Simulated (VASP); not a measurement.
# BeTe (F-43m) in VASP: a series of runs, part 2 of 2

VASP 6.6.1. The steps go on from the part before.

## (3) Single point, PBEsol

This run uses another cell than the first one, of 22.35 Å³/atom.

Contents of INCAR:

```
PREC = Accurate
ENCUT = 600
EDIFF = 1E-6
ISMEAR = 0
SIGMA = 0.01
LREAL = False
LASPH = True
NELM = 120
ALGO = Normal
ISIF = 2
LWAVE = False
LCHARG = False
GGA = PS
NBANDS = 11
GGA_COMPAT = False
```

Contents of KPOINTS:

```
Automatic mesh
0
Gamma
  8 8 8
```

Contents of POSCAR:

```
BeTe
1.0
    0.0000000000      2.8167999037      2.8167999037
    2.8167999037      0.0000000000      2.8167999037
    2.8167999037      2.8167999037      0.0000000000
Be Te
1 1
Direct
    0.0000000000      0.0000000000      0.0000000000
    0.7500000000      0.7500000000      0.7500000000
```

Potentials or basis: VASP PAW PBE potentials, release 64 (Be, Te).

On the command line:

```sh
$ cat potpaw_PBE.64/Be/POTCAR potpaw_PBE.64/Te/POTCAR > POTCAR
$ mpirun -np 1 vasp_std > vasp.out
```

OUTCAR:

```text
PREC = Accurate
   ENCUT = 600
   EDIFF = 1E-6
   ISMEAR = 0
   LREAL = False
   LASPH = True
   NELM = 120
   ISIF = 2
   GGA = PS

 ion  position               nearest neighbor table
   1  0.000  0.000  0.000-   2 2.44   2 2.44   2 2.44   2 2.44
   2  0.750  0.750  0.750-   1 2.44   1 2.44   1 2.44   1 2.44

  LATTYP: Found a face centered cubic cell.
 ALAT       =     5.6335998074

  Lattice vectors:

 A1 = (   0.0000000000,   2.8167999037,   2.8167999037)
[... 521 lines left out ...]

------------------------ aborting loop because EDIFF is reached ----------------------------------------

  FORCE on cell =-STRESS in cart. coord.  units (eV):
  Direction    XX          YY          ZZ          XY          YZ          ZX
  --------------------------------------------------------------------------------------
  -------------------------------------------------------------------------------------
  Total       -0.1827702     -0.1827702     -0.1827702      0.0000000      0.0000000      0.0000000
  in kB       -6.5511554     -6.5511554     -6.5511554      0.0000000      0.0000000      0.0000000
  external PRESSURE =      -6.5511554 kB  Pullay stress =       0.0000000 kB

 VOLUME and BASIS-vectors are now :
 -----------------------------------------------------------------------------
  energy-cutoff  :      600.00
  volume of cell :       44.70
      direct lattice vectors                 reciprocal lattice vectors
     0.000000000  2.816799904  2.816799904    -0.177506396  0.177506396  0.177506396
     2.816799904  0.000000000  2.816799904     0.177506396 -0.177506396  0.177506396
     2.816799904  2.816799904  0.000000000     0.177506396  0.177506396 -0.177506396

 POSITION                                       TOTAL-FORCE (eV/Angst)
 -----------------------------------------------------------------------------------
      0.00000      0.00000      0.00000         0.000000      0.000000      0.000000
      4.22520      4.22520      4.22520        -0.000000     -0.000000     -0.000000
 -----------------------------------------------------------------------------------
    total drift:                               -0.000000     -0.000000     -0.000000

  FREE ENERGIE OF THE ION-ELECTRON SYSTEM (eV)
  ---------------------------------------------------
  free  energy   TOTEN  =        -8.2149444093 eV

  energy  without entropy=       -8.2149444093  energy(sigma->0) =       -8.21494441
```

stdout:

```text
POSCAR found type information on POSCAR BeTe
 POSCAR found :  2 types and       2 ions
 scaLAPACK will be used
 -----------------------------------------------------------------------------
|                                                                             |
|                                                                             |
|     You enforced a specific xc type in the INCAR file but a different       |
|     I HOPE YOU KNOW WHAT YOU ARE DOING!                                     |
|                                                                             |
 -----------------------------------------------------------------------------

 LDA part: xc-table for (Slater+PW92), standard interpolation
 POSCAR, INCAR and KPOINTS ok, starting setup
 FFT: planning ... GRIDC
 FFT: planning ... GRID_SOFT
 FFT: planning ... GRID
 WAVECAR not read
 entering main loop
```

It took 20 s on 1 thread of Intel Xeon 8259CL, shared host; peak memory 0.18 GiB.

What came out:

```yaml
Free_energy: -8.2149 eV
Pressure: -0.7 GPa
Band_gap_on_the_k_mesh: 1.86 eV (least direct gap 3.60 eV)
```

Levels at points of the mesh, in eV from the valence-band top:
```csv
k point,band 2,band 3,band 4,band 5,band 6,band 7
"(0.00, 0.00, 0.00)",0.00,0.00,0.00,3.60,3.60,3.60
"(0.50, 0.00, 0.00)",-5.57,-1.13,-1.13,3.03,4.56,4.56
"(0.50, 0.50, 0.00)",-5.12,-2.65,-2.65,1.86,2.61,9.70
```

Caveat: the PAW data sets were made with another functional, which shifts forces and pressure a little; spin-orbit coupling is left out, which moves the levels of the heavy elements. A hybrid or GW would open this gap; PBEsol tends to underestimate it.

## (4) Single point, PBEsol

This run uses another cell than the first one, of 22.35 Å³/atom.

Contents of INCAR:

```
SYSTEM = BeTe
  PREC = Accurate
  ENCUT = 600
  EDIFF = 1E-6
  ISMEAR = 0
  SIGMA = 0.01
  LREAL = .FALSE.
  LASPH = .TRUE.
  NELM = 120
  ALGO = Normal
  ISIF = 2
  LWAVE = .FALSE.
  LCHARG = .TRUE.
  GGA = PS
  LELF = .TRUE.
  LVHAR = .TRUE.
  NBANDS = 11
  GGA_COMPAT = .FALSE.
```

Contents of KPOINTS:

```
regular mesh
0
G
  8 8 8
  0 0 0
```

POSCAR is that of step 3.

On the command line:

```sh
$ cat potpaw_PBE.64/Be/POTCAR potpaw_PBE.64/Te/POTCAR > POTCAR
$ mpirun -np 1 vasp_std > vasp.out
```

Wall time 15 s (1 thread of Intel Xeon 8259CL, shared host); peak memory 0.18 GiB.

It converged, with:

```yaml
Free_energy: -8.2149 eV
Pressure: -0.7 GPa
Band_gap_on_the_k_mesh: 1.86 eV (least direct gap 3.60 eV)
```

Levels at points of the mesh, in eV from the valence-band top:
| k point | band 1 | band 2 | band 3 | band 4 | band 5 | band 6 | band 7 | band 8 |
| --- | --- | --- | --- | --- | --- | --- | --- | --- |
| (0.00, 0.00, 0.00) | -12.33 | 0.00 | 0.00 | 0.00 | 3.60 | 3.60 | 3.60 | 3.73 |
| (0.50, 0.00, 0.00) | -10.98 | -5.57 | -1.13 | -1.13 | 3.03 | 4.56 | 4.56 | 7.67 |
| (0.50, 0.50, 0.00) | -10.49 | -5.12 | -2.65 | -2.65 | 1.86 | 2.61 | 9.70 | 9.70 |

Caveat: the PAW data sets were made with another functional, which shifts forces and pressure a little; spin-orbit coupling is left out, which moves the levels of the heavy elements. PBEsol gaps usually lie below the measured ones, often by a third to a half.

## (5) Single point, PBEsol

Contents of INCAR:

```
SYSTEM = BeTe
  PREC = Accurate
  ENCUT = 600
  EDIFF = 1E-6
  ISMEAR = 1
  SIGMA = 0.001
  LREAL = .FALSE.
  LASPH = .TRUE.
  NELM = 120
  ALGO = Normal
  ISIF = 2
  LWAVE = .FALSE.
  LCHARG = .FALSE.
  GGA = PS
  NBANDS = 11
  GGA_COMPAT = .FALSE.
```

Contents of KPOINTS:

```
Automatic mesh
0
G
  8 8 8
  0 0 0
```

Contents of POSCAR:

```
BeTe
1.0
    0.0000000000      2.8027859738      2.8027859738
    2.8027859738      0.0000000000      2.8027859738
    2.8027859738      2.8027859738      0.0000000000
Be Te
1 1
Direct
    0.0000000000      0.0000000000      0.0000000000
    0.7500000000      0.7500000000      0.7500000000
```

On the command line:

```sh
$ cat potpaw_PBE.64/Be/POTCAR potpaw_PBE.64/Te/POTCAR > POTCAR
$ mpirun -np 1 vasp_std > vasp.out
```

It took 14 s on 1 thread of Intel Xeon 8259CL, shared host; peak memory 0.18 GiB.

It converged, with:

```yaml
Free_energy: -8.2159 eV
Pressure: 0.2 GPa
Band_gap_on_the_k_mesh: 1.82 eV (least direct gap 3.59 eV)
```

Levels at points of the mesh, in eV from the valence-band top:
```tsv
k point	band 1	band 2	band 3	band 4	band 5	band 6	band 7	band 8	band 9
(0.00, 0.00, 0.00)	-12.43	0.00	0.00	0.00	3.59	3.59	3.59	3.83	8.21
(0.50, 0.00, 0.00)	-11.04	-5.67	-1.16	-1.16	3.07	4.55	4.55	7.66	10.90
(0.50, 0.50, 0.00)	-10.54	-5.21	-2.71	-2.71	1.82	2.59	9.80	9.80	11.59
```

Caveat: the PAW data sets were made with another functional, which shifts forces and pressure a little; spin-orbit coupling is left out, which moves the levels of the heavy elements.

## (6) The runs side by side

```tsv
cell	smearing	gap on the mesh (eV)	pressure (GPa)
a = 3.964 Å, angles 60.0°, 2 atoms	gaussian 0.01 eV	1.82	0.2
a = 3.984 Å, angles 60.0°, 2 atoms	gaussian 0.01 eV	1.86	-0.7
a = 3.964 Å, angles 60.0°, 2 atoms	methfessel-paxton 0.001 eV	1.82	0.2
```

Alike in all rows: task single point; level PBEsol; potentials or basis VASP PAW PBE potentials, release 64 (Be, Te); no spin polarisation; k mesh 8 × 8 × 8; cutoff (eV) 600.

Caveats: the PAW data sets were made with another functional, which shifts forces and pressure a little; spin-orbit coupling is left out, which moves the levels of the heavy elements.

Total energies depend on the potentials used, so only differences within one code and one set of settings carry meaning.
